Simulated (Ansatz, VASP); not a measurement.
## Two plane-wave programs on Ti2Al6H

Contents of INCAR:

```
ALGO = Normal
DIPOL = 0.5 0.5 0.309
EDIFF = 1E-6
ENCUT = 520
GGA = PE
IDIPOL = 3
ISIF = 2
ISMEAR = 0
IVDW = 12
LASPH = True
LCHARG = False
LDIPOL = True
LREAL = False
LWAVE = False
NBANDS = 32
NELM = 80
PREC = Accurate
SIGMA = 0.1
```

File KPOINTS:

```
k-points
0
Gamma
  6 6 1
```

POSCAR

```
Ti2Al6H
1.0
    5.0241861190      0.0000000000      0.0000000000
    2.1588814530      4.5367033218      0.0000000000
    0.0000000000      0.0000000000     21.2187109014
Al Ti H
6 2 1
Direct
    0.5000000000      0.0000000000      0.1885128658
    0.0000000000      0.5000000000      0.1885128658
    0.0000000000      0.0000000000      0.2517328341
    0.0000000000      0.5000000000      0.3193548961
    0.5000000000      0.0000000000      0.3193548961
    0.5000000000      0.5000000000      0.3826203646
    0.5000000000      0.5000000000      0.2517328341
    0.0000000000      0.0000000000      0.3797002555
    0.8333333333      1.1666666667      0.5004409057
```

Input for Ansatz:

```yaml
crystal:
  lattice:
    - [5.024186119, 0.0, 0.0]
    - [2.158881453, 4.5367033218, 0.0]
    - [0.0, 0.0, 21.2187109014]
  atoms:
    - { symbol: Al, position: [0.5, 0.0, 0.1885128658] }
    - { symbol: Al, position: [0.0, 0.5, 0.1885128658] }
    - { symbol: Ti, position: [0.5, 0.5, 0.2517328341] }
    - { symbol: Al, position: [0.0, 0.0, 0.2517328341] }
    - { symbol: Al, position: [0.0, 0.5, 0.3193548961] }
    - { symbol: Al, position: [0.5, 0.0, 0.3193548961] }
    - { symbol: Ti, position: [0.0, 0.0, 0.3797002555] }
    - { symbol: Al, position: [0.5, 0.5, 0.3826203646] }
    - { symbol: H, position: [0.8333333333, 1.1666666667, 0.5004409057] }
basis:
  ecutwfc: 420
kpoints:
  mp_grid: { grid: [6, 6, 1] }
hamiltonian:
  xc: pbe
  pseudopotentials: { kind: paw, azcp: { folder: soft_1 } }
  dispersion: d3bj
scf:
  occupations: { method: gaussian, width: 0.1 }
output:
  forces: true
  eigenvalues: true
efield:
  axis: 3
  dipole_correction: true
  ramp_width: 0.04
```

Alike in both runs: task single point; functional PBE; dispersion D3(BJ); k mesh 6 × 6 × 1; occupations gaussian, width 0.1 eV; no spin polarisation.

|  | VASP | Ansatz |
| --- | --- | --- |
| version | VASP 6.6.1 | Ansatz 0.2.0 |
| potentials or method | VASP PAW PBE potentials, release 64 (Al, Ti_sv, H), cutoff 520 eV | scalar-relativistic, plane waves, PAW |
| valence electrons in the cell | 43 | 43 |

|  | VASP | Ansatz | Ansatz less VASP |
| --- | --- | --- | --- |
| gap on the k mesh at the Fermi level (eV) | none | none | - |
| rms of the force components (eV/Å) | 0.503 | 0.503 | -0.0002 |

A gap of «none» marks a metal or a gap that the smearing closes.
